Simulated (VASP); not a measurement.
Wanted: the native input for a VASP 6.6.1 run.

```yaml
Task: single point
Functional: LDA
Potentials_or_basis: VASP PAW LDA potentials, release 64 (Zn, O)
Cutoff: 520 eV
k_mesh: 12 × 12 × 6
Occupations: gaussian, width 0.05 eV
Spin: no spin polarisation
Dipole_correction: no
Further_INCAR_settings: ALGO = Normal; EDIFF = 1e-07; NBANDS = 26
```

The structure of ZnO lies in POSCAR:

```
ZnO
1.0
    3.1064546507      0.0000000000      0.0000000000
   -1.5532273253      2.6902686432      0.0000000000
    0.0000000000      0.0000000000      5.4244911111
Zn O
2 2
Direct
    0.3333333333      0.6666666667      0.0018514197
    0.6666666667      0.3333333333      0.5018514197
    0.3333333333      0.6666666667      0.3576412361
    0.6666666667      0.3333333333      0.8576412361
```

This cell differs from its parent crystal: c/a of the conventional cell at fixed volume 1.7462.

The input as run:

INCAR

```
PREC = Accurate
ENCUT = 520
EDIFF = 1E-7
ISMEAR = 0
SIGMA = 0.05
LREAL = F
LASPH = T
NELM = 100
ALGO = Normal
ISIF = 2
LWAVE = F
LCHARG = T
LELF = T
LVHAR = T
NBANDS = 26
```

KPOINTS

```
Automatic mesh
0
Gamma
  12 12 6
```

Potentials or basis: VASP PAW LDA potentials, release 64 (Zn, O).

Launch:

```bash
$ cat potpaw_LDA.64/Zn/POTCAR potpaw_LDA.64/O/POTCAR > POTCAR
$ mpirun -np 1 vasp_std > vasp.out
```

Results of the run:

```json
{
 "Pressure": "0.2 GPa",
 "Largest force": "0.181 eV/Å",
 "Band gap on the k mesh": "0.69 eV, direct"
}
```

It took 51 s on 1 thread of AMD EPYC 9R14 (Zen 4), with other jobs on the host, peak memory 0.16 GiB.
